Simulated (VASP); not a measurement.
# Hf (P6/mmm) in VASP: a series of runs

Hf is run at these levels: r2SCAN+rVV10; tasks: single point.

All numbers are computed with VASP 6.6.1; they aren't measurements. Logs are shortened: lines on timing, memory, paths and dates and some standing lists are left out, and cuts for length are marked.

**1. The cell of the first run**

The structure is hexagonal, space group P6/mmm (No. 191). The conventional cell has a = 4.510 Å, b = 4.510 Å, c = 2.822 Å, α = 90.00°, β = 90.00°, γ = 120.00°. Hf (site symmetry -6m2) has 11 Hf at 2.60 to 2.96 Å within 3.4 Å. Within 3.7 Å of Hf (site symmetry 6/mmm) lie 14 Hf at 2.82 to 2.96 Å.

This isn't the form of Hf at room conditions, which is hcp.

**2. Single point, r2SCAN+rVV10**

File POSCAR:

```
Hf
1.0
    4.5102893620      0.0000000000      0.0000000000
   -2.2551446810      3.9060251659      0.0000000000
    0.0000000000      0.0000000000      2.8218478401
Hf
3
Direct
    0.6666666667      0.3333333333      0.5000000000
    0.3333333333      0.6666666667      0.5000000000
    0.0000000000      0.0000000000      0.0000000000
```

File INCAR.step1:

```
  PREC = Accurate
  ENCUT = 550
  ISMEAR = 0
  SIGMA = 0.1
  LREAL = F
  LASPH = T
  NELM = 120
  NBANDS = 22
  GGA = PE
  ALGO = Normal
  EDIFF = 1E-5
  LWAVE = T
  LCHARG = F
  GGA_COMPAT = F
```

File INCAR.step2:

```
  PREC = Accurate
  ENCUT = 550
  EDIFF = 1E-6
  ISMEAR = 0
  SIGMA = 0.1
  LREAL = F
  LASPH = T
  NELM = 120
  ALGO = Normal
  ISIF = 2
  LWAVE = F
  LCHARG = F
  METAGGA = R2SCAN
  LMIXTAU = T
  LUSE_VDW = T
  IVDW_NL = 2
  BPARAM = 11.95
  CPARAM = 0.0093
  NBANDS = 22
  ISTART = 1
  GGA_COMPAT = F
```

File KPOINTS:

```
regular mesh
0
Gamma
  12 12 14
```

Potentials or basis: VASP PAW PBE potentials, release 64 (Hf_pv).

On the command line:

```sh
> cat potpaw_PBE.64/Hf_pv/POTCAR > POTCAR
> cp INCAR.step1 INCAR
> mpirun -np 1 vasp_std > vasp.out
> cp INCAR.step2 INCAR
> mpirun -np 1 vasp_std > vasp.out
```

OUTCAR:

```text
PREC = Accurate
   ENCUT = 550
   EDIFF = 1E-6
   ISMEAR = 0
   LREAL = F
   LASPH = T
   NELM = 120
   ISIF = 2
   METAGGA = R2SCAN
   IVDW_NL = 2
   BPARAM = 11.95
   ISTART = 1

 ion  position               nearest neighbor table
   1  0.667  0.333  0.500-   2 2.60   2 2.60   2 2.60   3 2.96   3 2.96   3 2.96   3 2.96   3 2.96
                             3 2.96   2 3.84   2 3.84   2 3.84   2 3.84   2 3.84   2 3.84
   2  0.333  0.667  0.500-   1 2.60   1 2.60   1 2.60   3 2.96   3 2.96   3 2.96   3 2.96   3 2.96
                             3 2.96   1 3.84   1 3.84   1 3.84   1 3.84   1 3.84   1 3.84
   3  0.000  0.000  0.000-   1 2.96   2 2.96   1 2.96   2 2.96   2 2.96   2 2.96   1 2.96   1 2.96
                             1 2.96   1 2.96   2 2.96   2 2.96

  LATTYP: Found a hexagonal cell.
 ALAT       =     4.5102893620
 C/A-ratio  =     0.6256467410

  Lattice vectors:

 A1 = (   4.5102893620,   0.0000000000,   0.0000000000)
 A2 = (  -2.2551446810,   3.9060251659,   0.0000000000)
 A3 = (   0.0000000000,   0.0000000000,   2.8218478401)

Analysis of symmetry for initial positions (statically):
=====================================================================
 Subroutine PRICEL returns:
 Original cell was already a primitive cell.

 Routine SETGRP: Setting up the symmetry group for a
 hexagonal supercell.

 Subroutine GETGRP returns: Found 24 space group operations
 (whereof 24 operations were pure point group operations)
 out of a pool of 24 trial point group operations.

The static configuration has the point symmetry D_6h.

Analysis of symmetry for dynamics (positions and initial velocities):
=====================================================================
 Subroutine PRICEL returns:
 Original cell was already a primitive cell.

 Routine SETGRP: Setting up the symmetry group for a
 hexagonal supercell.

 Subroutine GETGRP returns: Found 24 space group operations
 (whereof 24 operations were pure point group operations)
 out of a pool of 24 trial point group operations.

The dynamic configuration has the point symmetry D_6h.

 Subroutine INISYM returns: Found 24 space group operations
 (whereof 24 operations are pure point group operations),
 and found     1 'primitive' translations

----------------------------------------------------------------------------------------

                                     Primitive cell

  volume of cell :      49.7134

  direct lattice vectors                    reciprocal lattice vectors
     4.510289362  0.000000000  0.000000000     0.221715265  0.128007368  0.000000000
    -2.255144681  3.906025166  0.000000000     0.000000000  0.256014736  0.000000000
     0.000000000  0.000000000  2.821847840     0.000000000  0.000000000  0.354377719

  length of vectors
     4.510289362  4.510289362  2.821847840     0.256014736  0.256014736  0.354377719

  position of ions in fractional coordinates (direct lattice)
     0.666666667  0.333333333  0.500000000
     0.333333333  0.666666667  0.500000000
     0.000000000  0.000000000  0.000000000

  ion indices of the primitive-cell ions
   primitive index   ion index
                 1           1
                 2           2
                 3           3

----------------------------------------------------------------------------------------

 KPOINTS: regular mesh

Automatic generation of k-mesh.
 Grid dimensions read from file:
 generate k-points for:   12   12   14

 Generating k-lattice:

  Cartesian coordinates                     Fractional coordinates (reciprocal lattice)
     0.018476272  0.010667281  0.000000000     0.083333333  0.000000000  0.000000000
     0.000000000  0.021334561  0.000000000     0.000000000  0.083333333  0.000000000
     0.000000000  0.000000000  0.025312694     0.000000000  0.000000000  0.071428571

  Length of vectors
     0.021334561  0.021334561  0.025312694

  Shift w.r.t. Gamma in fractional coordinates (k-lattice)
     0.000000000  0.000000000  0.000000000

 Subroutine IBZKPT returns following result:
 ===========================================

 Found    152 irreducible k-points:

 Following reciprocal coordinates:
            Coordinates               Weight
  0.000000  0.000000  0.000000      1.000000
  0.083333  0.000000  0.000000      6.000000
  0.166667  0.000000  0.000000      6.000000
  0.250000  0.000000  0.000000      6.000000
  0.333333 -0.000000  0.000000      6.000000
  0.416667  0.000000  0.000000      6.000000
[... 16 lines left out ...]
  0.250000  0.000000  0.071429     12.000000
  0.333333 -0.000000  0.071429     12.000000
 [... further k-points ...]
   k-points           NKPTS =    152   k-points in BZ     NKDIM =    152   number of bands    NBANDS=     22
   number of dos      NEDOS =    301   number of ions     NIONS =      3
   total plane-waves  NPLWV =  31104
   dimension x,y,z NGX =    36 NGY =   36 NGZ =   24
   dimension x,y,z NGXF=    72 NGYF=   72 NGZF=   48
   ions per type =               3
   NGX,Y,Z   is equivalent  to a cutoff of  13.27, 13.27, 14.14 a.u.
   NGXF,Y,Z  is equivalent  to a cutoff of  26.54, 26.54, 28.28 a.u.
 SYSTEM =  unknown system
   PREC   = accura    normal or accurate (medium, high low for compatibility)
   ISTART =      1    job   : 0-new  1-cont  2-samecut
   ICHARG =      0    charge: 1-file 2-atom 10-const
   ISPIN  =      1    spin polarized calculation?
   LNONCOLLINEAR =      F non collinear calculations
   LSORBIT =      F    spin-orbit coupling
   LASPH  =      T    aspherical Exc in radial PAW
   ENCUT  =  550.0 eV  40.42 Ry    6.36 a.u.   8.62  8.62  5.40*2*pi/ulx,y,z
   NELM   =    120;   NELMIN=  2; NELMDL=  0     # of ELM steps
   EDIFF  = 0.1E-05   stopping-criterion for ELM
   LREAL  =      F    real-space projection
   EDIFFG = 0.1E-04   stopping-criterion for IOM
   NSW    =      0    number of steps for IOM
   IBRION =     -1    ionic relax: 0-MD 1-quasi-New 2-CG
   NFREE  =      0    steps in history (QN), initial steepest desc. (CG)
   ISIF   =      2    stress and relaxation
   ISYM   =      2    0-nonsym 1-usesym 2-fastsym
   POTIM  = 0.5000    time-step for ionic-motion
   TEBEG  =    0.0;   TEEND  =   0.0 temperature during run
   PSTRESS=    0.0 pullay stress
   NELECT =      30.0000    total number of electrons
   NUPDOWN=      -1.0000    fix difference up-down
   EMIN   =  10.00;   EMAX   =-10.00  energy-range for DOS
   EFERMI =   0.00;   METHOD = LEGACY
   ISMEAR =     0;   SIGMA  =   0.10  broadening in eV -4-tet -1-fermi 0-gaus
   EFERMI_NEDOS =   21; number of points for ismear=-14 and -15
   IALGO  =     38    algorithm
   IMIX   =      4    mixing-type and parameters
     AMIX     =   0.40;   BMIX     =  1.00
     AMIX_MAG =   1.60;   BMIX_MAG =  1.00
  volume/ion in A,a.u.               =      16.57       111.83
  Fermi-wavevector in a.u.,A,eV,Ry     =   1.383431  2.614306 26.039945  1.913882
  Thomas-Fermi vector in A             =   2.508030
   LORBIT       =      0    0 simple, 1 ext, 2 COOP (PROOUT), +10 PAW based schemes
   METAGGA = R2SCAN    functional components
   LHFCALC =     F    Hartree Fock is set to
   AEXX    =    0.0000 exact exchange contribution
   IVDW_NL    =     2    kernel type
   BPARAM     =11.9500
   IVDW    =     0    specifies the selected vdW correction
   LEPSILON=     F    determine dielectric tensor
   LRPA    =     F    only Hartree local field effects (RPA)
 non-spin polarized calculation
 Gauss-broadening in eV      SIGMA  =   0.10
  energy-cutoff  :      550.00
  volume of cell :       49.71
 maximum number of plane-waves:      1471
 NGX is ok and might be reduce to    36
   NGX = 17   NGY = 17   NGZ = 11

 number of electron      29.9999999 magnetization

 Free energy of the ion-electron system (eV)
  ---------------------------------------------------
  ext. energy  EPLUGINS =         0.00000000
  ---------------------------------------------------
  free energy    TOTEN  =      -132.81035286 eV

  energy without entropy =     -132.80063216  energy(sigma->0) =     -132.80549251

 E-fermi :   6.9142     XC(G=0): -13.7957

 val. band max:        6.9097946499   @ k =   0.3333   0.3333   0.0000
 cond. band min:       6.9234631490   @ k =   0.4167   0.0833   0.2143
 fundamental gap:      0.0136684991
 Fermi energy:         6.9142054115

 k-point     1 :       0.0000    0.0000    0.0000
  band No.  band energies     occupation
      1     -24.9224      2.00000
      2     -24.9224      2.00000
      3     -24.5513      2.00000
      4     -24.5513      2.00000
      5     -23.7388      2.00000
      6     -23.2129      2.00000
[... 14 lines left out ...]
     21      10.5220      0.00000
     22      10.5280      0.00000

 k-point     2 :       0.0833    0.0000    0.0000
  band No.  band energies     occupation
      1     -24.9983      2.00000
      2     -24.9702      2.00000
      3     -24.4655      2.00000
      4     -24.4525      2.00000
      5     -23.7282      2.00000
      6     -23.2183      2.00000
[... 14 lines left out ...]
     21      10.0265      0.00000
     22      11.1547      0.00000

 k-point     3 :       0.1667    0.0000    0.0000
  band No.  band energies     occupation
      1     -25.1332      2.00000
      2     -25.0234      2.00000
      3     -24.3020      2.00000
      4     -24.2560      2.00000
      5     -23.6971      2.00000
      6     -23.2610      2.00000
[... 14 lines left out ...]
     21      10.1609      0.00000
     22      11.8403      0.00000

 k-point     4 :       0.2500    0.0000    0.0000
  band No.  band energies     occupation
      1     -25.2595      2.00000
      2     -25.0135      2.00000
      3     -24.1325      2.00000
      4     -24.0672      2.00000
      5     -23.6486      2.00000
      6     -23.4776      2.00000
[... 14 lines left out ...]
     21      10.7121      0.00000
     22      12.5598      0.00000

 k-point     5 :       0.3333   -0.0000    0.0000
  band No.  band energies     occupation
      1     -25.3575      2.00000
      2     -24.9249      2.00000
      3     -24.0295      2.00000
      4     -23.9844      2.00000
      5     -23.6188      2.00000
      6     -23.5874      2.00000
[... 417 lines left out ...]
 k-point    22 :       0.1667    0.0000    0.0714
  band No.  band energies     occupation
      1     -25.1165      2.00000
      2     -25.0084      2.00000
      3     -24.2923      2.00000
      4     -24.2522      2.00000
      5     -23.7567      2.00000
      6     -23.3635      2.00000
[... 14 lines left out ...]
     21      10.1389      0.00000
     22      11.9900      0.00000

 k-point    23 :       0.2500    0.0000    0.0714
  band No.  band energies     occupation
      1     -25.2403      2.00000
      2     -24.9994      2.00000
      3     -24.1281      2.00000
      4     -24.0756      2.00000
      5     -23.7082      2.00000
      6     -23.5109      2.00000
[... 14 lines left out ...]
     21      10.6196      0.00000
     22      12.7199      0.00000

 k-point    24 :       0.3333   -0.0000    0.0714
  band No.  band energies     occupation
      1     -25.3367      2.00000
      2     -24.9145      2.00000
      3     -24.0491      2.00000
      4     -23.9850      2.00000
      5     -23.6851      2.00000
      6     -23.5806      2.00000
[... 14 lines left out ...]
     21      11.3433      0.00000
     22      12.4765      0.00000

 [... further k-points ...]
[... 5 lines left out ...]
  --------------------------------------------------------------------------------------
  -------------------------------------------------------------------------------------
  Total       15.6909392     15.6909392     15.7759958      0.0000000      0.0000000     -0.0000000
  in kB      505.6924705    505.6924705    508.4336999      0.0000000      0.0000000     -0.0000000
  external PRESSURE =     506.6062136 kB  Pullay stress =       0.0000000 kB

 VOLUME and BASIS-vectors are now :
 -----------------------------------------------------------------------------
  energy-cutoff  :      550.00
  volume of cell :       49.71
      direct lattice vectors                 reciprocal lattice vectors
     4.510289362  0.000000000  0.000000000     0.221715265  0.128007368  0.000000000
    -2.255144681  3.906025166  0.000000000     0.000000000  0.256014736  0.000000000
     0.000000000  0.000000000  2.821847840     0.000000000  0.000000000  0.354377719

 POSITION                                       TOTAL-FORCE (eV/Angst)
 -----------------------------------------------------------------------------------
      2.25514      1.30201      1.41092        -0.000000      0.000000      0.000000
     -0.00000      2.60402      1.41092         0.000000     -0.000000      0.000000
      0.00000      0.00000      0.00000        -0.000000      0.000000      0.000000
 -----------------------------------------------------------------------------------
    total drift:                                0.000000      0.000000     -0.000000

  FREE ENERGIE OF THE ION-ELECTRON SYSTEM (eV)
  ---------------------------------------------------
  free  energy   TOTEN  =      -132.8103528558 eV

  energy  without entropy=     -132.8006321587  energy(sigma->0) =     -132.80549251
```

Run time: 16 min. Hardware: 1 thread of Oxide Virtual Turin-like, shared host; peak memory 0.37 GiB.

What came out:

```
Free energy            : -132.8104 eV
Pressure               : 50.7 GPa
Band gap on the k mesh : zero (bands 15 and 16 overlap by 1.21 eV)
```

Levels at points of the mesh, in eV from the Fermi level:
```csv
k point,band 13,band 14,band 15,band 16,band 17,band 18
"(0.00, 0.00, 0.00)",-0.59,-0.56,-0.56,-0.50,1.54,2.79
"(0.50, 0.00, 0.00)",-1.01,-0.91,-0.67,-0.06,1.23,1.71
"(0.00, 0.00, 0.50)",-2.99,-2.99,-1.99,1.72,1.72,3.09
"(0.50, 0.00, 0.50)",-2.46,-1.25,-0.75,0.36,1.40,1.97
```

Caveat: the cell stands under pressure; the PAW data sets were made with another functional, which shifts forces and pressure a little; spin-orbit coupling is left out, which moves the levels of the heavy elements.

**3. Single point, r2SCAN+rVV10**

This run uses another cell than the first one, of 18.03 Å³/atom.

File POSCAR:

```
Hf
1.0
    4.6387390083      0.0000000000      0.0000000000
   -2.3193695042      4.0172658227      0.0000000000
    0.0000000000      0.0000000000      2.9018288612
Hf
3
Direct
    0.6666666667      0.3333333333      0.5000000000
    0.3333333333      0.6666666667      0.5000000000
    0.0000000000      0.0000000000      0.0000000000
```

File INCAR.step1:

```
  PREC = Accurate
  ENCUT = 550
  ISMEAR = 0
  SIGMA = 0.1
  LREAL = False
  LASPH = True
  NELM = 120
  NBANDS = 22
  GGA = PE
  ALGO = Normal
  EDIFF = 1E-5
  LWAVE = True
  LCHARG = False
  GGA_COMPAT = False
```

File INCAR.step2:

```
  PREC = Accurate
  ENCUT = 550
  EDIFF = 1E-6
  ISMEAR = 0
  SIGMA = 0.1
  LREAL = False
  LASPH = True
  NELM = 120
  ALGO = Normal
  ISIF = 2
  LWAVE = False
  LCHARG = True
  METAGGA = R2SCAN
  LMIXTAU = True
  LUSE_VDW = True
  IVDW_NL = 2
  BPARAM = 11.95
  CPARAM = 0.0093
  LELF = True
  LVHAR = True
  NBANDS = 22
  ISTART = 1
  GGA_COMPAT = False
```

KPOINTS is that of step 2.

Potentials or basis: VASP PAW PBE potentials, release 64 (Hf_pv).

On the command line:

```sh
> cat potpaw_PBE.64/Hf_pv/POTCAR > POTCAR
> cp INCAR.step1 INCAR
> mpirun -np 1 vasp_std > vasp.out
> cp INCAR.step2 INCAR
> mpirun -np 1 vasp_std > vasp.out
```

Run time: 19 min. Hardware: 1 thread of Oxide Virtual Turin-like, shared host; peak memory 0.38 GiB.

It converged, with:

| Item | Value |
| --- | --- |
| Free energy | -133.8997 eV |
| Pressure | 30.4 GPa |
| Band gap on the k mesh | zero (bands 15 and 16 overlap by 1.14 eV) |

Stress tensor (GPa, compression positive):
```
30.35  0.00  0.00
 0.00 30.35  0.00
 0.00  0.00 30.46
```

Levels at points of the mesh, in eV from the Fermi level:
| k point | band 12 | band 13 | band 14 | band 15 | band 16 | band 17 | band 18 | band 19 |
| --- | --- | --- | --- | --- | --- | --- | --- | --- |
| (0.00, 0.00, 0.00) | -0.71 | -0.71 | -0.65 | -0.65 | -0.50 | 1.50 | 2.66 | 2.66 |
| (0.50, 0.00, 0.00) | -4.39 | -0.84 | -0.70 | -0.57 | 0.04 | 1.16 | 1.72 | 1.91 |
| (0.00, 0.00, 0.50) | -3.35 | -2.70 | -2.70 | -2.22 | 1.63 | 1.63 | 2.79 | 2.79 |
| (0.50, 0.00, 0.50) | -2.87 | -2.14 | -1.14 | -0.83 | 0.50 | 1.33 | 1.38 | 2.37 |

Caveat: the cell stands under pressure; the PAW data sets were made with another functional, which shifts forces and pressure a little; spin-orbit coupling is left out, which moves the levels of the heavy elements.
